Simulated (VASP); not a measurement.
Here is a VASP 6.6.1 calculation.

INCAR

```
  PREC = Accurate
  ENCUT = 600
  EDIFF = 1E-7
  ISMEAR = -1
  SIGMA = 0.1
  LREAL = F
  LASPH = T
  NELM = 100
  ALGO = Normal
  ISIF = 3
  LWAVE = F
  LCHARG = F
  GGA = PE
  IBRION = 2
  NSW = 60
  EDIFFG = -0.005
  PSTRESS = 2000.0
```

File KPOINTS:

```
regular mesh
0
Gamma
  13 13 13
```

POSCAR

```
TaBi
1.0
    3.0208054905      0.0000000000      0.0000000000
    0.0000000000      3.0208054905      0.0000000000
    0.0000000000      0.0000000000      3.0208054905
Ta Bi
1 1
Direct
    0.0000000000      0.0000000000      0.0000000000
    0.5000000000      0.5000000000      0.5000000000
```

Potentials or basis: VASP PAW PBE potentials, release 64 (Ta_pv, Bi_d).

The run is started by

```sh
$ cat potpaw_PBE.64/Ta_pv/POTCAR potpaw_PBE.64/Bi_d/POTCAR > POTCAR
$ mpirun -np 1 vasp_std > vasp.out
```

Question: Estimate the space group after relaxing (to 0.05 Å).

Answer: Pm-3m (No. 221).

Question: Predict the relaxed volume.

Answer: 13.07 Å³/atom.

Question: Predict the band gap on the k mesh.

Answer: Zero (band 13 reaches 20.65 eV, above the bottom of band 14 at 15.34 eV).

Question: Estimate the relaxed cell.

Answer: a = 2.968 Å, b = 2.968 Å, c = 2.968 Å, α = 90.00°, β = 90.00°, γ = 90.00°.

The path:
```csv
step,energy change (eV),largest force (eV/Å),pressure (GPa),volume (Å³)
1,0.0000,0.0000,158.83,27.57
2,37.3817,0.0000,1236.45,15.71
3,1.1765,0.0000,189.16,26.48
4,1.4397,0.0000,195.95,26.26
5,1.5971,0.0000,200.02,26.13
```

Caveat: the cell is relaxed towards a set pressure, so the enthalpy falls and the energy may rise; spin-orbit coupling is left out, which moves the levels of the heavy elements.
